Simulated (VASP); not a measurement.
Runs of VASP 6.6.1 on CdTe. The structure is that of space group F-43m (No. 216), or close to it. The cells are those of the table. 

| cell | gap on the mesh (eV) | pressure (GPa) |
| --- | --- | --- |
| a = 4.471 Å, angles 60.0°, 2 atoms | (c) | 6.9 |
| a = 4.502 Å, angles 60.0°, 2 atoms | 0.93 | (b) |
| a = 4.592 Å, angles 60.0°, 2 atoms | 0.75 | (a) |
| a = 4.563 Å, angles 60.0°, 2 atoms | 0.81 | 3.4 |

Alike in all rows: task single point; level PBE; potentials or basis VASP PAW PBE potentials, release 64 (Cd, Te); no spin polarisation; k mesh 5 × 5 × 5; cutoff (eV) 500; smearing gaussian 0.01 eV.

Problem. Estimate the missing entries.

Solution. (a) 2.5; (b) 5.6; (c) 1.00.

Caveats: spin-orbit coupling is left out, which moves the levels of the heavy elements.

A k mesh can miss the band edges, and the runs leave out spin-orbit coupling on Cd, Te.
